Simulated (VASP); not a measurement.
# Sn (Fd-3m) in VASP: single point with PBEsol

Aim: the single point of Sn with PBEsol.

All numbers are computed with VASP 6.6.1; they aren't measurements. Logs are shortened: lines on timing, memory, paths and dates and some standing lists are left out, and cuts for length are marked.

### Step 1. The cell of the first run

Symmetry: Fd-3m, No. 227, cubic system. Conventional cell: a = 6.540 Å, b = 6.540 Å, c = 6.540 Å, α = 90.00°, β = 90.00°, γ = 90.00°. Within 3.7 Å of Sn (site symmetry -43m) lie 4 Sn at 2.83 Å.

### Step 2. Single point, PBEsol

File INCAR:

```
PREC = Accurate
ENCUT = 520
EDIFF = 1E-7
ISMEAR = 0
SIGMA = 0.1
LREAL = False
LASPH = True
NELM = 60
ALGO = Fast
ISIF = 2
LWAVE = False
LCHARG = True
GGA = PS
LELF = True
LVHAR = True
NBANDS = 21
```

File KPOINTS:

```
Automatic mesh
0
Gamma
  12 12 12
```

File POSCAR:

```
Sn
1.0
    0.0000000000      3.2701710852      3.2701710852
    3.2701710852      0.0000000000      3.2701710852
    3.2701710852      3.2701710852      0.0000000000
Sn
2
Direct
    0.0000000000      0.0000000000      0.0000000000
    0.2500000000      0.2500000000      0.2500000000
```

Potentials or basis: VASP PAW PBE potentials, release 64 (Sn_d).

On the command line:

```console
$ cat potpaw_PBE.64/Sn_d/POTCAR > POTCAR
$ mpirun -np 1 vasp_std > vasp.out
```

OUTCAR:

```text
PREC = Accurate
   ENCUT = 520
   EDIFF = 1E-7
   ISMEAR = 0
   LREAL = False
   LASPH = True
   NELM = 60
   ISIF = 2
   GGA = PS

 ion  position               nearest neighbor table
   1  0.000  0.000  0.000-   2 2.83   2 2.83   2 2.83   2 2.83
   2  0.250  0.250  0.250-   1 2.83   1 2.83   1 2.83   1 2.83

  LATTYP: Found a face centered cubic cell.
 ALAT       =     6.5403421704

  Lattice vectors:

 A1 = (   0.0000000000,   3.2701710852,   3.2701710852)
 A2 = (   3.2701710852,   0.0000000000,   3.2701710852)
 A3 = (   3.2701710852,   3.2701710852,   0.0000000000)

Analysis of symmetry for initial positions (statically):
=====================================================================
 Subroutine PRICEL returns:
 Original cell was already a primitive cell.

 Routine SETGRP: Setting up the symmetry group for a
 face centered cubic supercell.

 Subroutine GETGRP returns: Found 48 space group operations
 (whereof 24 operations were pure point group operations)
 out of a pool of 48 trial point group operations.

The static configuration has the point symmetry T_d .
 The point group associated with its full space group is O_h .

Analysis of symmetry for dynamics (positions and initial velocities):
=====================================================================
 Subroutine PRICEL returns:
 Original cell was already a primitive cell.

 Routine SETGRP: Setting up the symmetry group for a
 face centered cubic supercell.

 Subroutine GETGRP returns: Found 48 space group operations
 (whereof 24 operations were pure point group operations)
 out of a pool of 48 trial point group operations.

The dynamic configuration has the point symmetry T_d .
 The point group associated with its full space group is O_h .

 Subroutine INISYM returns: Found 48 space group operations
 (whereof 24 operations are pure point group operations),
 and found     1 'primitive' translations

----------------------------------------------------------------------------------------

                                     Primitive cell

  volume of cell :      69.9425

  direct lattice vectors                    reciprocal lattice vectors
     0.000000000  3.270171085  3.270171085    -0.152897199  0.152897199  0.152897199
     3.270171085  0.000000000  3.270171085     0.152897199 -0.152897199  0.152897199
     3.270171085  3.270171085  0.000000000     0.152897199  0.152897199 -0.152897199

  length of vectors
     4.624720300  4.624720300  4.624720300     0.264825717  0.264825717  0.264825717

  position of ions in fractional coordinates (direct lattice)
[... 73 lines left out ...]
   ISPIN  =      1    spin polarized calculation?
   LNONCOLLINEAR =      F non collinear calculations
   LSORBIT =      F    spin-orbit coupling
   LASPH  =      T    aspherical Exc in radial PAW
   ENCUT  =  520.0 eV  38.22 Ry    6.18 a.u.   8.60  8.60  8.60*2*pi/ulx,y,z
   NELM   =     60;   NELMIN=  2; NELMDL= -5     # of ELM steps
   EDIFF  = 0.1E-06   stopping-criterion for ELM
   LREAL  =      F    real-space projection
   EDIFFG = 0.1E-05   stopping-criterion for IOM
   NSW    =      0    number of steps for IOM
   IBRION =     -1    ionic relax: 0-MD 1-quasi-New 2-CG
   NFREE  =      0    steps in history (QN), initial steepest desc. (CG)
   ISIF   =      2    stress and relaxation
   ISYM   =      2    0-nonsym 1-usesym 2-fastsym
   POTIM  = 0.5000    time-step for ionic-motion
   TEBEG  =    0.0;   TEEND  =   0.0 temperature during run
   PSTRESS=    0.0 pullay stress
   NELECT =      28.0000    total number of electrons
   NUPDOWN=      -1.0000    fix difference up-down
   EMIN   =  10.00;   EMAX   =-10.00  energy-range for DOS
   EFERMI =   0.00;   METHOD = LEGACY
   ISMEAR =     0;   SIGMA  =   0.10  broadening in eV -4-tet -1-fermi 0-gaus
   EFERMI_NEDOS =   21; number of points for ismear=-14 and -15
   IALGO  =     68    algorithm
   IMIX   =      4    mixing-type and parameters
     AMIX     =   0.40;   BMIX     =  1.00
     AMIX_MAG =   1.60;   BMIX_MAG =  1.00
  volume/ion in A,a.u.               =      34.97       236.00
  Fermi-wavevector in a.u.,A,eV,Ry     =   1.206555  2.280058 19.807013  1.455774
  Thomas-Fermi vector in A             =   2.342219
   LORBIT       =      0    0 simple, 1 ext, 2 COOP (PROOUT), +10 PAW based schemes
   GGA     = PS    functional components
   LHFCALC =     F    Hartree Fock is set to
   AEXX    =    0.0000 exact exchange contribution
   IVDW    =     0    specifies the selected vdW correction
   LEPSILON=     F    determine dielectric tensor
   LRPA    =     F    only Hartree local field effects (RPA)
 non-spin polarized calculation
 RMM-DIIS sequential band-by-band and
 Gauss-broadening in eV      SIGMA  =   0.10
  energy-cutoff  :      520.00
  volume of cell :       69.94
 maximum number of plane-waves:      1900
   NGX = 17   NGY = 17   NGZ = 17

 number of electron      27.9999986 magnetization

 Free energy of the ion-electron system (eV)
  ---------------------------------------------------
  ext. energy  EPLUGINS =         0.00000000
  ---------------------------------------------------
  free energy    TOTEN  =        -8.46573648 eV

  energy without entropy =       -8.46449490  energy(sigma->0) =       -8.46511569

 E-fermi :   5.2258     XC(G=0):  -8.9644

 val. band max:        5.1936031480   @ k =   0.0833   0.0000   0.0000
 cond. band min:       5.3095663631   @ k =   0.3333   0.0000   0.0000
 fundamental gap:      0.1159632151
 Fermi energy:         5.2258384937

 k-point     1 :       0.0000    0.0000    0.0000
  band No.  band energies     occupation
      1     -16.3108      2.00000
      2     -16.3108      2.00000
      3     -16.3108      2.00000
      4     -16.2534      2.00000
      5     -16.2534      2.00000
      6     -15.9606      2.00000
[... 565 lines left out ...]
     20      13.0041      0.00000
     21      13.1538      0.00000

 [... further k-points ...]
[... 5 lines left out ...]
  --------------------------------------------------------------------------------------
  -------------------------------------------------------------------------------------
  Total       -0.0285340     -0.0285340     -0.0285340     -0.0000000      0.0000000      0.0000000
  in kB       -0.6536300     -0.6536300     -0.6536300     -0.0000000      0.0000000      0.0000000
  external PRESSURE =      -0.6536300 kB  Pullay stress =       0.0000000 kB

 VOLUME and BASIS-vectors are now :
 -----------------------------------------------------------------------------
  energy-cutoff  :      520.00
  volume of cell :       69.94
      direct lattice vectors                 reciprocal lattice vectors
     0.000000000  3.270171085  3.270171085    -0.152897199  0.152897199  0.152897199
     3.270171085  0.000000000  3.270171085     0.152897199 -0.152897199  0.152897199
     3.270171085  3.270171085  0.000000000     0.152897199  0.152897199 -0.152897199

 POSITION                                       TOTAL-FORCE (eV/Angst)
 -----------------------------------------------------------------------------------
      0.00000      0.00000      0.00000        -0.000000     -0.000000      0.000000
      1.63509      1.63509      1.63509         0.000000      0.000000     -0.000000
 -----------------------------------------------------------------------------------
    total drift:                                0.000000      0.000000      0.000000

  FREE ENERGIE OF THE ION-ELECTRON SYSTEM (eV)
  ---------------------------------------------------
  free  energy   TOTEN  =        -8.4657364838 eV

  energy  without entropy=       -8.4644949036  energy(sigma->0) =       -8.46511569
```

OSZICAR:

```text
N       E                     dE             d eps       ncg     rms          rms(c)
DAV:   1     0.229009136250E+03    0.22901E+03   -0.14516E+04  3059   0.189E+03
DAV:   2     0.167444311676E+02   -0.21226E+03   -0.20755E+03  3049   0.451E+02
DAV:   3    -0.770876560483E+01   -0.24453E+02   -0.24301E+02  3539   0.141E+02
DAV:   4    -0.853115530693E+01   -0.82239E+00   -0.82197E+00  3414   0.288E+01
DAV:   5    -0.856441384653E+01   -0.33259E-01   -0.33258E-01  4501   0.542E+00    0.316E+00
RMM:   6    -0.849648842713E+01    0.67925E-01   -0.34682E-02  3710   0.233E+00    0.184E+00
RMM:   7    -0.846391011408E+01    0.32578E-01   -0.57010E-02  3744   0.255E+00    0.158E-01
RMM:   8    -0.846521132020E+01   -0.13012E-02   -0.10404E-02  3925   0.905E-01    0.675E-02
RMM:   9    -0.846570352907E+01   -0.49221E-03   -0.29692E-03  4787   0.461E-01    0.311E-02
RMM:  10    -0.846572593881E+01   -0.22410E-04   -0.23151E-04  4035   0.156E-01    0.943E-03
RMM:  11    -0.846573642382E+01   -0.10485E-04   -0.10114E-04  5072   0.777E-02    0.823E-03
RMM:  12    -0.846573650136E+01   -0.77545E-07   -0.65312E-06  4133   0.254E-02    0.178E-03
RMM:  13    -0.846573647946E+01    0.21907E-07   -0.33668E-06  4754   0.156E-02    0.964E-04
RMM:  14    -0.846573648379E+01   -0.43337E-08   -0.51647E-07  3006   0.573E-03
   1 F= -.84657365E+01 E0= -.84651157E+01  d E =-.124158E-02
```

Run time: 2.1 min. Hardware: 1 thread of Intel Xeon Platinum 8259CL at 2.50GHz (Skylake/Cascade Lake), shared host; peak memory 0.25 GiB.

Results:

| Item | Value |
| --- | --- |
| Free energy | -8.4657 eV |
| Pressure | -0.1 GPa |
| Band gap on the k mesh | zero (band 14 reaches 5.33 eV, above the bottom of band 15 at 5.14 eV) |

Levels at points of the mesh, in eV from the Fermi level:
```csv
k point,band 12,band 13,band 14,band 15,band 16,band 17
"(0.00, 0.00, 0.00)",-0.84,0.10,0.10,0.10,2.17,2.17
"(0.50, 0.00, 0.00)",-6.22,-1.07,-1.07,-0.09,3.22,3.22
"(0.50, 0.50, 0.00)",-7.44,-2.38,-2.38,0.80,0.80,7.58
```

Caveat: the PAW data sets were made with another functional, which shifts forces and pressure a little; spin-orbit coupling is left out, which moves the levels of the heavy elements.
